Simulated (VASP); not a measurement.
Input of a VASP 6.6.1 run:

INCAR

```
SYSTEM = Ta4S
PREC = Accurate
ENCUT = 520
EDIFF = 1E-6
ISMEAR = 0
SIGMA = 0.1
LREAL = .FALSE.
LASPH = .TRUE.
NELM = 60
ALGO = Normal
ISIF = 2
LWAVE = .FALSE.
LCHARG = .FALSE.
LDIPOL = .TRUE.
IDIPOL = 3
DIPOL = 0.5 0.5 0.361
GGA = PE
IBRION = 2
NSW = 36
EDIFFG = -0.025
KPAR = 4
```

The input KPOINTS:

```
Automatic mesh
0
G
  8 8 1
  0 0 0
```

POSCAR

```
Ta4S
1.0
    3.3189671341      0.0000000000      0.0000000000
    0.0000000000      3.3189671341      0.0000000000
    0.0000000000      0.0000000000     20.2996559613
Ta S
4 1
Selective dynamics
Direct
    0.5000000000      0.5000000000      0.1970476745  F F F
    0.0000000000      0.0000000000      0.2787970189  F F F
    0.5000000000      0.5000000000      0.3599139055  F F F
    0.0000000000      0.0000000000      0.4334879359  F F F
    0.1250000000      0.2500000000      0.5369379650  F F T
```

Potentials or basis: VASP PAW PBE potentials, release 64 (Ta_pv, S).

The run is started by

```sh
$ cat potpaw_PBE.64/Ta_pv/POTCAR potpaw_PBE.64/S/POTCAR > POTCAR
$ mpirun -np 4 vasp_std > vasp.out
```

Task: Estimate the band gap on the k mesh.

Result: Zero (bands 25 and 26 overlap by 0.88 eV).

Task: Estimate the energy gained by relaxing.

Result: 4.5 meV/atom.

The path:
| step | energy change (eV) | largest force on free atoms (eV/Å) | pressure (GPa) |
| --- | --- | --- | --- |
| 1 | 0.0000 | 0.7347 | -1.38 |
| 2 | -0.0188 | 0.3117 | -1.02 |
| 3 | -0.0224 | 0.0010 | -0.78 |

Caveat: spin-orbit coupling is left out, which moves the levels of the heavy elements.
